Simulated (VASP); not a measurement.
# Cr (P6_3/mmc) in VASP: single point with PBE

Aim: the single point of Cr with PBE.

All numbers are computed with VASP 6.6.1; they aren't measurements. Logs are shortened: lines on timing, memory, paths and dates and some standing lists are left out, and cuts for length are marked.

**1. The cell of the first run**

It takes space group P6_3/mmc (No. 194, hexagonal). The conventional cell has a = 2.593 Å, b = 2.593 Å, c = 4.064 Å, α = 90.00°, β = 90.00°, γ = 120.00°. Within 3.3 Å of Cr (site symmetry -6m2) lie 12 Cr at 2.52 to 2.59 Å.

This isn't the form of Cr at room conditions, which is bcc.

**2. Single point, PBE**

POSCAR

```
Cr
1.0
    2.5932840000      0.0000000000      0.0000000000
   -1.2966420000      2.2458520000      0.0000000000
    0.0000000000      0.0000000000      4.0643220000
Cr
2
Direct
    0.3333300000      0.6666700000      0.2500000000
    0.6666600000      0.3333300000      0.7500000000
```

INCAR.step1

```
SYSTEM = Cr
ALGO = Normal ; EDIFF = 1E-6
ENCUT = 520 ; GGA = PE
ISIF = 2 ; ISMEAR = -1
LASPH = .True. ; LCHARG = .True.
LMAXMIX = 4 ; LREAL = .False.
LWAVE = .False. ; NBANDS = 19
NELM = 100 ; PREC = Accurate
SIGMA = 0.1
```

KPOINTS.step1

```
k-points
0
Gamma
  15 15 8
  0 0 0
```

INCAR.step2

```
SYSTEM = Cr
ALGO = Normal ; EDIFF = 1E-6
ENCUT = 520 ; GGA = PE
ICHARG = 11 ; ISIF = 2
ISMEAR = -5 ; LASPH = .True.
LCHARG = .False. ; LMAXMIX = 4
LORBIT = 11 ; LREAL = .False.
LWAVE = .False. ; NEDOS = 2001
NELM = 100 ; PREC = Accurate
SIGMA = 0.1
```

KPOINTS.step2

```
k-points
0
Gamma
  23 23 12
  0 0 0
```

Potentials or basis: VASP PAW PBE potentials, release 64 (Cr_pv).

Launch:

```console
$ cat potpaw_PBE.64/Cr_pv/POTCAR > POTCAR
$ cp INCAR.step1 INCAR
$ cp KPOINTS.step1 KPOINTS
$ mpirun -np 1 vasp_std > vasp.out
$ cp INCAR.step2 INCAR
$ cp KPOINTS.step2 KPOINTS
$ mpirun -np 1 vasp_std > vasp.out
```

OUTCAR:

```text
SYSTEM = Cr
   EDIFF = 1E-6
   ENCUT = 520
   GGA = PE
   ICHARG = 11
   ISIF = 2
   ISMEAR = -5
   LASPH = .True.
   LORBIT = 11
   LREAL = .False.
   NELM = 100
   PREC = Accurate

 ion  position               nearest neighbor table
   1  0.333  0.667  0.250-   2 2.52   2 2.52   2 2.52   2 2.52   2 2.52   2 2.52
   2  0.667  0.333  0.750-   1 2.52   1 2.52   1 2.52   1 2.52   1 2.52   1 2.52

  LATTYP: Found a hexagonal cell.
 ALAT       =     2.5932840000
 C/A-ratio  =     1.5672490942

  Lattice vectors:

 A1 = (   2.5932840000,   0.0000000000,   0.0000000000)
 A2 = (  -1.2966420000,   2.2458520000,   0.0000000000)
 A3 = (   0.0000000000,   0.0000000000,   4.0643220000)

Analysis of symmetry for initial positions (statically):
=====================================================================
 Subroutine PRICEL returns:
 Original cell was already a primitive cell.

 Routine SETGRP: Setting up the symmetry group for a
 hexagonal supercell.

 Subroutine GETGRP returns: Found  8 space group operations
 (whereof  2 operations were pure point group operations)
 out of a pool of 24 trial point group operations.

The static configuration has the point symmetry C_2 .
 The point group associated with its full space group is D_2h.

Analysis of symmetry for dynamics (positions and initial velocities):
=====================================================================
 Subroutine PRICEL returns:
 Original cell was already a primitive cell.

 Routine SETGRP: Setting up the symmetry group for a
 hexagonal supercell.

 Subroutine GETGRP returns: Found  8 space group operations
 (whereof  2 operations were pure point group operations)
 out of a pool of 24 trial point group operations.

The dynamic configuration has the point symmetry C_2 .
 The point group associated with its full space group is D_2h.

 Subroutine INISYM returns: Found  8 space group operations
 (whereof  2 operations are pure point group operations),
 and found     1 'primitive' translations

----------------------------------------------------------------------------------------

                                     Primitive cell

  volume of cell :      23.6711

  direct lattice vectors                    reciprocal lattice vectors
     2.593284000  0.000000000  0.000000000     0.385611449  0.222632658  0.000000000
    -1.296642000  2.245852000  0.000000000     0.000000000  0.445265316  0.000000000
     0.000000000  0.000000000  4.064322000     0.000000000  0.000000000  0.246043498

  length of vectors
     2.593284000  2.593285885  4.064322000     0.445265639  0.445265316  0.246043498

  position of ions in fractional coordinates (direct lattice)
     0.333330000  0.666670000  0.250000000
     0.666660000  0.333330000  0.750000000

  ion indices of the primitive-cell ions
   primitive index   ion index
                 1           1
                 2           2

----------------------------------------------------------------------------------------

 KPOINTS: k-points

Automatic generation of k-mesh.
 Grid dimensions read from file:
 generate k-points for:   23   23   12

 Generating k-lattice:

  Cartesian coordinates                     Fractional coordinates (reciprocal lattice)
     0.016765715  0.009679681  0.000000000     0.043478261 -0.000000000  0.000000000
     0.000000000  0.019359362  0.000000000     0.000000000  0.043478261  0.000000000
     0.000000000  0.000000000  0.020503625     0.000000000  0.000000000  0.083333333

  Length of vectors
     0.019359376  0.019359362  0.020503625

  Shift w.r.t. Gamma in fractional coordinates (k-lattice)
     0.000000000  0.000000000  0.000000000

 TETIRR: Found  15990 inequivalent tetrahedra from    38088

 Subroutine IBZKPT returns following result:
 ===========================================

 Found   1008 irreducible k-points:

 Following reciprocal coordinates:
            Coordinates               Weight
  0.000000  0.000000  0.000000      1.000000
  0.043478 -0.000000  0.000000      4.000000
  0.000000  0.043478  0.000000      2.000000
  0.086957  0.000000  0.000000      4.000000
  0.000000  0.086957  0.000000      2.000000
  0.130435  0.000000  0.000000      4.000000
[... 16 lines left out ...]
  0.000000  0.478261  0.000000      2.000000
  0.043478  0.043478  0.000000      4.000000
 [... further k-points ...]
   k-points           NKPTS =   1008   k-points in BZ     NKDIM =   1008   number of bands    NBANDS=     16
   number of dos      NEDOS =   2001   number of ions     NIONS =      2
   total plane-waves  NPLWV =  12000
   dimension x,y,z NGX =    20 NGY =   20 NGZ =   30
   dimension x,y,z NGXF=    40 NGYF=   40 NGZF=   60
   ions per type =               2
   NGX,Y,Z   is equivalent  to a cutoff of  12.82, 12.82, 12.27 a.u.
   NGXF,Y,Z  is equivalent  to a cutoff of  25.64, 25.64, 24.54 a.u.
 SYSTEM =  Cr
   PREC   = accura    normal or accurate (medium, high low for compatibility)
   ISTART =      0    job   : 0-new  1-cont  2-samecut
   ICHARG =     11    charge: 1-file 2-atom 10-const
   ISPIN  =      1    spin polarized calculation?
   LNONCOLLINEAR =      F non collinear calculations
   LSORBIT =      F    spin-orbit coupling
   LASPH  =      T    aspherical Exc in radial PAW
   ENCUT  =  520.0 eV  38.22 Ry    6.18 a.u.   4.82  4.82  7.56*2*pi/ulx,y,z
   NELM   =    100;   NELMIN=  2; NELMDL=  0     # of ELM steps
   EDIFF  = 0.1E-05   stopping-criterion for ELM
   LREAL  =      F    real-space projection
[... 7 lines left out ...]
   TEBEG  =    0.0;   TEEND  =   0.0 temperature during run
   PSTRESS=    0.0 pullay stress
   NELECT =      24.0000    total number of electrons
   NUPDOWN=      -1.0000    fix difference up-down
   EMIN   =  10.00;   EMAX   =-10.00  energy-range for DOS
   EFERMI =   0.00;   METHOD = LEGACY
   ISMEAR =    -5;   SIGMA  =   0.10  broadening in eV -4-tet -1-fermi 0-gaus
   EFERMI_NEDOS =   21; number of points for ismear=-14 and -15
   IALGO  =     38    algorithm
   IMIX   =      4    mixing-type and parameters
     AMIX     =   0.40;   BMIX     =  1.00
     AMIX_MAG =   1.60;   BMIX_MAG =  1.00
  volume/ion in A,a.u.               =      11.84        79.87
  Fermi-wavevector in a.u.,A,eV,Ry     =   1.644645  3.107928 36.801811  2.704857
  Thomas-Fermi vector in A             =   2.734576
   LORBIT       =     11    0 simple, 1 ext, 2 COOP (PROOUT), +10 PAW based schemes
   GGA     = PE    functional components
   LHFCALC =     F    Hartree Fock is set to
   AEXX    =    0.0000 exact exchange contribution
   IVDW    =     0    specifies the selected vdW correction
   LEPSILON=     F    determine dielectric tensor
   LRPA    =     F    only Hartree local field effects (RPA)
 non-spin polarized calculation
 Fermi weights with tetrahedron method with Bloechl corrections
  energy-cutoff  :      520.00
  volume of cell :       23.67
 maximum number of plane-waves:       655

 number of electron      23.9999991 magnetization

 Free energy of the ion-electron system (eV)
  ---------------------------------------------------
  ext. energy  EPLUGINS =         0.00000000
  ---------------------------------------------------
  free energy    TOTEN  =       -18.08528593 eV

  energy without entropy =      -18.08528593  energy(sigma->0) =      -18.08528593

 E-fermi :  10.4566     XC(G=0): -13.5065

 val. band max:       10.5502863065   @ k =   0.3478   0.0000   0.5000
 cond. band min:      10.4145314506   @ k =   0.0000   0.0000   0.2500
 fundamental gap:     -0.1357548559
 Fermi energy:        10.4566086072

 k-point     1 :       0.0000    0.0000    0.0000
  band No.  band energies     occupation
      1     -32.7311      2.00000
      2     -32.0643      2.00000
      3     -32.0643      2.00000
      4     -31.9277      2.00000
      5     -31.9277      2.00000
      6     -31.7994      2.00000
[... 8 lines left out ...]
     15      10.9636      0.00000
     16      11.7368      0.00000

 k-point     2 :       0.0435   -0.0000    0.0000
  band No.  band energies     occupation
      1     -32.7257      2.00000
      2     -32.0749      2.00000
      3     -32.0679      2.00000
      4     -31.9390      2.00000
      5     -31.9290      2.00000
      6     -31.8018      2.00000
[... 8 lines left out ...]
     15      10.9308      0.00000
     16      11.3883      0.00000

 k-point     3 :       0.0000    0.0435    0.0000
  band No.  band energies     occupation
      1     -32.7257      2.00000
      2     -32.0749      2.00000
      3     -32.0679      2.00000
      4     -31.9390      2.00000
      5     -31.9291      2.00000
      6     -31.8018      2.00000
[... 8 lines left out ...]
     15      10.9308      0.00000
     16      11.3883      0.00000

 k-point     4 :       0.0870    0.0000    0.0000
  band No.  band energies     occupation
      1     -32.7097      2.00000
      2     -32.1062      2.00000
      3     -32.0786      2.00000
      4     -31.9717      2.00000
      5     -31.9330      2.00000
      6     -31.8090      2.00000
[... 8 lines left out ...]
     15      10.8389      0.00000
     16      11.0519      0.00000
[... 324 lines left out ...]
 k-point    22 :       0.4783   -0.0000    0.0000
  band No.  band energies     occupation
      1     -32.6489      2.00000
      2     -32.4858      2.00000
      3     -32.3373      2.00000
      4     -32.2440      2.00000
      5     -32.0316      2.00000
      6     -32.0136      2.00000
[... 8 lines left out ...]
     15      13.0508      0.00000
     16      13.2142      0.00000

 k-point    23 :       0.0000    0.4783    0.0000
  band No.  band energies     occupation
      1     -32.6489      2.00000
      2     -32.4858      2.00000
      3     -32.3373      2.00000
      4     -32.2440      2.00000
      5     -32.0316      2.00000
      6     -32.0136      2.00000
[... 8 lines left out ...]
     15      13.0508      0.00000
     16      13.2142      0.00000

 k-point    24 :       0.0435    0.0435    0.0000
  band No.  band energies     occupation
      1     -32.7150      2.00000
      2     -32.0951      2.00000
      3     -32.0761      2.00000
      4     -31.9602      2.00000
      5     -31.9323      2.00000
      6     -31.8066      2.00000
[... 8 lines left out ...]
     15      10.8331      0.00000
     16      11.1224      0.00000

 [... further k-points ...]

------------------------ aborting loop because EDIFF is reached ----------------------------------------

  FORCE on cell =-STRESS in cart. coord.  units (eV):
  Direction    XX          YY          ZZ          XY          YZ          ZX
  --------------------------------------------------------------------------------------
  -------------------------------------------------------------------------------------
  Total       -0.3204480     -0.3217452      0.4311197      0.0000000      0.0000000      0.0000000
  in kB      -21.6894633    -21.7772640     29.1802606      0.0000000      0.0000000      0.0000000
  external PRESSURE =      -4.7621556 kB  Pullay stress =       0.0000000 kB

 VOLUME and BASIS-vectors are now :
 -----------------------------------------------------------------------------
  energy-cutoff  :      520.00
  volume of cell :       23.67
      direct lattice vectors                 reciprocal lattice vectors
     2.593284000  0.000000000  0.000000000     0.385611449  0.222632658  0.000000000
    -1.296642000  2.245852000  0.000000000     0.000000000  0.445265316  0.000000000
     0.000000000  0.000000000  4.064322000     0.000000000  0.000000000  0.246043498

 POSITION                                       TOTAL-FORCE (eV/Angst)
 -----------------------------------------------------------------------------------
     -0.00001      1.49724      1.01608        -0.000000      0.000248      0.000000
      1.29663      0.74861      3.04824         0.000000     -0.000248      0.000000
 -----------------------------------------------------------------------------------
    total drift:                                0.000000      0.000000      0.000000

  FREE ENERGIE OF THE ION-ELECTRON SYSTEM (eV)
  ---------------------------------------------------
  free  energy   TOTEN  =       -18.0852859276 eV

  energy  without entropy=      -18.0852859276  energy(sigma->0) =      -18.08528593

 total charge

# of ion       s       p       d       tot
------------------------------------------
    1        0.442   6.359   4.231  11.031
    2        0.442   6.359   4.231  11.031
--------------------------------------------------
tot          0.884  12.717   8.462  22.062
```

Run time: 6.7 min. Hardware: 1 thread of Intel Xeon 8259CL, shared host; peak memory 0.45 GiB.

Results:

| Item | Value |
| --- | --- |
| Valence electrons inside the program's atomic spheres | Cr 11.03 |

Levels at points of the mesh, in eV from the Fermi level:
| k point | band 9 | band 10 | band 11 | band 12 | band 13 | band 14 | band 15 | band 16 |
| --- | --- | --- | --- | --- | --- | --- | --- | --- |
| (0.00, 0.00, 0.00) | -0.45 | -0.45 | -0.14 | 0.10 | 0.10 | 0.51 | 0.51 | 1.28 |
| (0.00, 0.00, 0.50) | -0.85 | -0.85 | -0.57 | -0.57 | -0.57 | -0.57 | 1.86 | 1.86 |

Caveat: the run has no spin polarisation, though such a crystal can be magnetic; tetrahedron occupations give inexact forces and stress in metals. Spin polarisation is off, so any magnetic state and its effect on volume and gap are missing.
